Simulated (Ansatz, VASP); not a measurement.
**One calculation of Na3Cl2, two programs**

The input INCAR:

```
SYSTEM = Na3Cl2
PREC     = Accurate       ! precision mode
ENCUT    = 520            ! plane-wave cutoff, eV
EDIFF    = 1E-7           ! SCF threshold, eV
ISMEAR   = -1             ! smearing method
SIGMA    = 0.05           ! smearing width, eV
LREAL    = .FALSE.        ! projectors in reciprocal space
LASPH    = .TRUE.         ! aspherical terms in the spheres
NELM     = 60             ! most SCF steps
ALGO     = Normal         ! electronic algorithm
ISIF     = 2              ! what is computed and relaxed
LWAVE    = .FALSE.        ! write WAVECAR
LCHARG   = .FALSE.        ! write CHGCAR
GGA      = PS             ! functional
NBANDS   = 26             ! bands
```

Contents of KPOINTS:

```
Automatic mesh
0
G
  8 8 8
  0 0 0
```

File POSCAR:

```
Na3Cl2
1.0
    1.7599510000    -10.1702560000      0.0000000000
    1.7599510000     10.1702560000      0.0000000000
    0.0000000000      0.0000000000      3.5276360000
Cl Na
2 3
Direct
    0.0865980000      0.9134020000      0.5000000000
    0.9134020000      0.0865980000      0.5000000000
    0.6689890000      0.3310110000      0.0000000000
    0.3310110000      0.6689890000      0.0000000000
    0.5000000000      0.5000000000      0.0000000000
```

File input.yaml:

```yaml
crystal:
  lattice:
    - [1.759951, -10.170256, 0.0]
    - [1.759951, 10.170256, 0.0]
    - [0.0, 0.0, 3.527636]
  atoms:
    - { symbol: Cl, position: [0.086598, 0.913402, 0.5] }
    - { symbol: Cl, position: [0.913402, 0.086598, 0.5] }
    - { symbol: Na, position: [0.668989, 0.331011, 0.0] }
    - { symbol: Na, position: [0.331011, 0.668989, 0.0] }
    - { symbol: Na, position: [0.5, 0.5, 0.0] }
hamiltonian:
  xc: pbesol
  pseudopotentials: { kind: paw }
kpoints:
  mp_grid: { grid: [8, 8, 8] }
  band_path:
    path:
      - [[0.0, 0.0, 0.0], [0.2574864752, 0.2574864752, 0.0], [0.0, 0.5, 0.0], [0.0, 0.5, 0.5], [0.2574864752, 0.2574864752, 0.5], [0.0, 0.0, 0.5], [0.0, 0.0, 0.0], [-0.5, 0.5, 0.0], [-0.2574864752, 0.7425135248, 0.0], [-0.2574864752, 0.7425135248, 0.5], [-0.5, 0.5, 0.5], [-0.5, 0.5, 0.0]]
      - [[0.0, 0.0, 0.5], [-0.5, 0.5, 0.5]]
    npoints: 14
scf:
  occupations: { method: fermi_dirac, width: 0.05 }
  n_extra_bands: 12
output:
  forces: true
  stress: true
  eigenvalues: true
  fatbands: false
  write_density: true
  write_potential: true
  elf: true
  volumetric_format: npy
```

Alike in both runs: functional PBEsol; k mesh 8 × 8 × 8; occupations fermi-dirac, width 0.05 eV; no spin polarisation.

|  | VASP | Ansatz |
| --- | --- | --- |
| version | VASP 6.6.1 | Ansatz 0.2.0 |
| potentials or method | VASP PAW PBE potentials, release 64 (Cl, Na_pv) | Ansatz PAW |
| plane-wave cutoff (eV) | 520 | 420 |
| valence electrons in the cell | 35 | 41 |
| task | single point | band structure |

Ansatz gave:

| Item | Value |
| --- | --- |
| gap on the k mesh at the Fermi level (eV) | none |
| pressure (GPa) | -0.8 |
| traceless stress, the component that is largest in VASP (GPa) | -0.23 |
| rms of the force components (eV/Å) | 0.026 |

What did VASP give for the same quantities?

gap on the k mesh at the Fermi level (eV): none; pressure (GPa): -0.8; traceless stress, the component that is largest in VASP (GPa): -0.23; rms of the force components (eV/Å): 0.025.

VASP's potentials were made for PBE, not for PBEsol. Atom by atom the forces differ by 0.001 eV/Å (rms over components). A gap of «none» marks a metal or a gap that the smearing closes. The functional is the same, so the differences come from potentials, cutoffs and numerics. VASP's potentials hold 35 valence electrons a cell and Ansatz's 41, so a difference there can come from the potentials and not from the codes.
